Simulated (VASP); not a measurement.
# KAs2 (Pnnm) in VASP: single point with PBE

Aim: the single point of KAs2 with PBE.

Program: VASP 6.6.1. These are calculated values, not measurements. Logs are shortened: lines on timing, memory, paths and dates and some standing lists are left out, and cuts for length are marked.

### Step 1. The cell of the first run

The typed cell holds 6 atoms: a = 5.038 Å, b = 8.719 Å, c = 4.448 Å, α = 90.00°, β = 90.00°, γ = 90.00°.

### Step 2. Single point, PBE

INCAR

```
SYSTEM = KAs2
PREC = Accurate
ENCUT = 520
EDIFF = 1E-7
ISMEAR = 0
SIGMA = 0.1
LREAL = .FALSE.
LASPH = .TRUE.
NELM = 80
ALGO = Normal
ISIF = 2
LWAVE = .FALSE.
LCHARG = .TRUE.
GGA = PE
LELF = .TRUE.
LVHAR = .TRUE.
NBANDS = 28
```

KPOINTS

```
regular mesh
0
G
  4 4 4
  0 0 0
```

POSCAR

```
KAs2
1.0
    5.0379177921      0.0000000000      0.0000000000
    0.0000000000      8.7189771728      0.0000000000
    0.0000000000      0.0000000000      4.4481224632
K As
2 4
Direct
    0.0000000000      0.0000000000      0.0000000000
    0.5000000000      0.5000000000      0.5000000000
   -0.0001534262      0.3726965741      0.0000000000
    1.0001534262      0.6273034259      0.0000000000
    0.4998465738      0.1273034259      0.5000000000
    0.5001534262      0.8726965741      0.5000000000
```

Potentials or basis: VASP PAW PBE potentials, release 64 (K_sv, As).

Run with:

```console
> cat potpaw_PBE.64/K_sv/POTCAR potpaw_PBE.64/As/POTCAR > POTCAR
> mpirun -np 1 vasp_std > vasp.out
```

OUTCAR:

```text
SYSTEM = KAs2
   PREC = Accurate
   ENCUT = 520
   EDIFF = 1E-7
   ISMEAR = 0
   LREAL = .FALSE.
   LASPH = .TRUE.
   NELM = 80
   ISIF = 2
   GGA = PE

 ion  position               nearest neighbor table
   1  0.000  0.000  0.000-   3 3.25   4 3.25
   2  0.500  0.500  0.500-   5 3.25   6 3.25
   3  1.000  0.373  0.000-   4 2.22   1 3.25
   4  0.000  0.627  0.000-   3 2.22   1 3.25
   5  0.500  0.127  0.500-   6 2.22   2 3.25
   6  0.500  0.873  0.500-   5 2.22   2 3.25

  LATTYP: Found a simple orthorhombic cell.
 ALAT       =     4.4481224632
 B/A-ratio  =     1.1325942201
 C/A-ratio  =     1.9601477353

  Lattice vectors:

 A1 = (   0.0000000000,   0.0000000000,   4.4481224632)
 A2 = (   5.0379177921,   0.0000000000,   0.0000000000)
 A3 = (   0.0000000000,   8.7189771728,   0.0000000000)

Analysis of symmetry for initial positions (statically):
=====================================================================
 Subroutine PRICEL returns:
 Original cell was already a primitive cell.

 Routine SETGRP: Setting up the symmetry group for a
 simple orthorhombic supercell.

 Subroutine GETGRP returns: Found  8 space group operations
 (whereof  4 operations were pure point group operations)
 out of a pool of  8 trial point group operations.

The static configuration has the point symmetry C_2h.
 The point group associated with its full space group is D_2h.

Analysis of symmetry for dynamics (positions and initial velocities):
=====================================================================
 Subroutine PRICEL returns:
 Original cell was already a primitive cell.

 Routine SETGRP: Setting up the symmetry group for a
 simple orthorhombic supercell.

 Subroutine GETGRP returns: Found  8 space group operations
 (whereof  4 operations were pure point group operations)
 out of a pool of  8 trial point group operations.

The dynamic configuration has the point symmetry C_2h.
 The point group associated with its full space group is D_2h.

 Subroutine INISYM returns: Found  8 space group operations
 (whereof  4 operations are pure point group operations),
 and found     1 'primitive' translations

----------------------------------------------------------------------------------------

                                     Primitive cell

  volume of cell :     195.3860

  direct lattice vectors                    reciprocal lattice vectors
     5.037917792  0.000000000  0.000000000     0.198494704  0.000000000  0.000000000
     0.000000000  8.718977173  0.000000000     0.000000000  0.114692352  0.000000000
     0.000000000  0.000000000  4.448122463     0.000000000  0.000000000  0.224813954

  length of vectors
     5.037917792  8.718977173  4.448122463     0.198494704  0.114692352  0.224813954

  position of ions in fractional coordinates (direct lattice)
     0.000000000  0.000000000  0.000000000
     0.500000000  0.500000000  0.500000000
     0.999846574  0.372696574  0.000000000
     0.000153426  0.627303426  0.000000000
     0.499846574  0.127303426  0.500000000
     0.500153426  0.872696574  0.500000000

  ion indices of the primitive-cell ions
   primitive index   ion index
                 1           1
                 2           2
                 3           3
                 4           4
                 5           5
                 6           6

----------------------------------------------------------------------------------------

 KPOINTS: regular mesh

Automatic generation of k-mesh.
 Grid dimensions read from file:
 generate k-points for:    4    4    4

 Generating k-lattice:

  Cartesian coordinates                     Fractional coordinates (reciprocal lattice)
     0.049623676  0.000000000  0.000000000     0.250000000  0.000000000  0.000000000
     0.000000000  0.028673088  0.000000000     0.000000000  0.250000000  0.000000000
     0.000000000  0.000000000  0.056203489     0.000000000  0.000000000  0.250000000

  Length of vectors
     0.049623676  0.028673088  0.056203489

  Shift w.r.t. Gamma in fractional coordinates (k-lattice)
     0.000000000  0.000000000  0.000000000

 Subroutine IBZKPT returns following result:
 ===========================================

 Found     27 irreducible k-points:

 Following reciprocal coordinates:
            Coordinates               Weight
  0.000000  0.000000  0.000000      1.000000
  0.250000  0.000000  0.000000      2.000000
  0.500000  0.000000  0.000000      1.000000
  0.000000  0.250000  0.000000      2.000000
  0.250000  0.250000  0.000000      4.000000
  0.500000  0.250000  0.000000      2.000000
[... 16 lines left out ...]
  0.250000  0.250000  0.500000      4.000000
  0.500000  0.250000  0.500000      2.000000
 [... further k-points ...]
   k-points           NKPTS =     27   k-points in BZ     NKDIM =     27   number of bands    NBANDS=     28
   number of dos      NEDOS =    301   number of ions     NIONS =      6
   total plane-waves  NPLWV = 100800
   dimension x,y,z NGX =    40 NGY =   70 NGZ =   36
   dimension x,y,z NGXF=    80 NGYF=  140 NGZF=   72
   ions per type =               2   4
   NGX,Y,Z   is equivalent  to a cutoff of  13.20, 13.35, 13.45 a.u.
   NGXF,Y,Z  is equivalent  to a cutoff of  26.40, 26.69, 26.91 a.u.
 SYSTEM =  KAs2
   PREC   = accura    normal or accurate (medium, high low for compatibility)
   ISTART =      0    job   : 0-new  1-cont  2-samecut
   ICHARG =      2    charge: 1-file 2-atom 10-const
   ISPIN  =      1    spin polarized calculation?
   LNONCOLLINEAR =      F non collinear calculations
   LSORBIT =      F    spin-orbit coupling
   LASPH  =      T    aspherical Exc in radial PAW
   ENCUT  =  520.0 eV  38.22 Ry    6.18 a.u.   9.37 16.21  8.27*2*pi/ulx,y,z
   NELM   =     80;   NELMIN=  2; NELMDL= -5     # of ELM steps
   EDIFF  = 0.1E-06   stopping-criterion for ELM
   LREAL  =      F    real-space projection
   EDIFFG = 0.1E-05   stopping-criterion for IOM
   NSW    =      0    number of steps for IOM
   IBRION =     -1    ionic relax: 0-MD 1-quasi-New 2-CG
   NFREE  =      0    steps in history (QN), initial steepest desc. (CG)
   ISIF   =      2    stress and relaxation
   ISYM   =      2    0-nonsym 1-usesym 2-fastsym
   POTIM  = 0.5000    time-step for ionic-motion
   TEBEG  =    0.0;   TEEND  =   0.0 temperature during run
   PSTRESS=    0.0 pullay stress
   NELECT =      38.0000    total number of electrons
   NUPDOWN=      -1.0000    fix difference up-down
   EMIN   =  10.00;   EMAX   =-10.00  energy-range for DOS
   EFERMI =   0.00;   METHOD = LEGACY
   ISMEAR =     0;   SIGMA  =   0.10  broadening in eV -4-tet -1-fermi 0-gaus
   EFERMI_NEDOS =   21; number of points for ismear=-14 and -15
   IALGO  =     38    algorithm
   IMIX   =      4    mixing-type and parameters
     AMIX     =   0.40;   BMIX     =  1.00
     AMIX_MAG =   1.60;   BMIX_MAG =  1.00
  volume/ion in A,a.u.               =      32.56       219.75
  Fermi-wavevector in a.u.,A,eV,Ry     =   0.948502  1.792409 12.240563  0.899656
  Thomas-Fermi vector in A             =   2.076696
   LORBIT       =      0    0 simple, 1 ext, 2 COOP (PROOUT), +10 PAW based schemes
   GGA     = PE    functional components
   LHFCALC =     F    Hartree Fock is set to
   AEXX    =    0.0000 exact exchange contribution
   IVDW    =     0    specifies the selected vdW correction
   LEPSILON=     F    determine dielectric tensor
   LRPA    =     F    only Hartree local field effects (RPA)
 non-spin polarized calculation
 Gauss-broadening in eV      SIGMA  =   0.10
  energy-cutoff  :      520.00
  volume of cell :      195.39
 maximum number of plane-waves:      5303
 NGX is ok and might be reduce to    40
   NGX = 19   NGY = 33   NGZ = 17

 number of electron      37.9999997 magnetization

 Free energy of the ion-electron system (eV)
  ---------------------------------------------------
  ext. energy  EPLUGINS =         0.00000000
  ---------------------------------------------------
  free energy    TOTEN  =       -21.32471091 eV

  energy without entropy =      -21.30765621  energy(sigma->0) =      -21.31618356

 E-fermi :   1.5569     XC(G=0):  -8.0133

 val. band max:        1.5405637953   @ k =   0.0000   0.2500   0.5000
 cond. band min:       1.5717091075   @ k =   0.5000   0.5000   0.5000
 fundamental gap:      0.0311453121
 Fermi energy:         1.5569482618

 k-point     1 :       0.0000    0.0000    0.0000
  band No.  band energies     occupation
      1     -28.8266      2.00000
      2     -28.8256      2.00000
      3     -12.4420      2.00000
      4     -12.3745      2.00000
      5     -12.3332      2.00000
      6     -12.3303      2.00000
[... 20 lines left out ...]
     27       5.3698      0.00000
     28       5.5653      0.00000

 k-point     2 :       0.2500    0.0000    0.0000
  band No.  band energies     occupation
      1     -28.8261      2.00000
      2     -28.8254      2.00000
      3     -12.4280      2.00000
      4     -12.3976      2.00000
      5     -12.3973      2.00000
      6     -12.3803      2.00000
[... 20 lines left out ...]
     27       5.9589      0.00000
     28       6.1497      0.00000

 k-point     3 :       0.5000    0.0000    0.0000
  band No.  band energies     occupation
      1     -28.8254      2.00000
      2     -28.8254      2.00000
      3     -12.4591      2.00000
      4     -12.4591      2.00000
      5     -12.4001      2.00000
      6     -12.4001      2.00000
[... 20 lines left out ...]
     27       7.2616      0.00000
     28       7.2616      0.00000

 k-point     4 :       0.0000    0.2500    0.0000
  band No.  band energies     occupation
      1     -28.8265      2.00000
      2     -28.8258      2.00000
      3     -12.4382      2.00000
      4     -12.3912      2.00000
      5     -12.3318      2.00000
      6     -12.3295      2.00000
[... 578 lines left out ...]
     27       6.8200      0.00000
     28       6.8200      0.00000

 k-point    23 :       0.2500    0.2500    0.5000
  band No.  band energies     occupation
      1     -28.8226      2.00000
      2     -28.8226      2.00000
      3     -12.4522      2.00000
      4     -12.4521      2.00000
      5     -12.3860      2.00000
      6     -12.3859      2.00000
[... 20 lines left out ...]
     27       7.0467      0.00000
     28       7.0469      0.00000

 k-point    24 :       0.5000    0.2500    0.5000
  band No.  band energies     occupation
      1     -28.8223      2.00000
      2     -28.8223      2.00000
      3     -12.4022      2.00000
      4     -12.4022      2.00000
      5     -12.3944      2.00000
      6     -12.3944      2.00000
[... 20 lines left out ...]
     27       7.8315      0.00000
     28       7.8403      0.00000

 [... further k-points ...]
[... 5 lines left out ...]
  --------------------------------------------------------------------------------------
  -------------------------------------------------------------------------------------
  Total        0.0748863      0.5791075      0.1805025      0.0000000      0.0000000      0.0000000
  in kB        0.6140726      4.7487184      1.4801321      0.0000000      0.0000000      0.0000000
  external PRESSURE =       2.2809744 kB  Pullay stress =       0.0000000 kB

 VOLUME and BASIS-vectors are now :
 -----------------------------------------------------------------------------
  energy-cutoff  :      520.00
  volume of cell :      195.39
      direct lattice vectors                 reciprocal lattice vectors
     5.037917792  0.000000000  0.000000000     0.198494704  0.000000000  0.000000000
     0.000000000  8.718977173  0.000000000     0.000000000  0.114692352  0.000000000
     0.000000000  0.000000000  4.448122463     0.000000000  0.000000000  0.224813954

 POSITION                                       TOTAL-FORCE (eV/Angst)
 -----------------------------------------------------------------------------------
      0.00000      0.00000      0.00000         0.000000      0.000000      0.000000
      2.51896      4.35949      2.22406         0.000000      0.000000      0.000000
      5.03714      3.24953      0.00000         0.001067     -0.096617      0.000000
      0.00077      5.46944      0.00000        -0.001067      0.096617      0.000000
      2.51819      1.10996      2.22406         0.001067      0.096617     -0.000000
      2.51973      7.60902      2.22406        -0.001067     -0.096617      0.000000
 -----------------------------------------------------------------------------------
    total drift:                                0.000000      0.000000     -0.000000

  FREE ENERGIE OF THE ION-ELECTRON SYSTEM (eV)
  ---------------------------------------------------
  free  energy   TOTEN  =       -21.3247109069 eV

  energy  without entropy=      -21.3076562079  energy(sigma->0) =      -21.31618356
```

It took 76 s on 1 thread of Intel Xeon Platinum 8559C (Emerald Rapids), shared host; peak memory 0.36 GiB.

What came out:

```
Free energy            : -21.3247 eV
Pressure               : 0.2 GPa
Largest force          : 0.097 eV/Å
Band gap on the k mesh : zero (bands 19 and 20 overlap by 1.99 eV)
```

Forces on the atoms (eV/Å):
```
K    0.000  0.000  0.000
K    0.000  0.000  0.000
As   0.001 -0.097  0.000
As  -0.001  0.097  0.000
As   0.001  0.097  0.000
As  -0.001 -0.097  0.000
```

Stress tensor (GPa, compression positive):
```
0.06 0.00 0.00
0.00 0.47 0.00
0.00 0.00 0.15
```
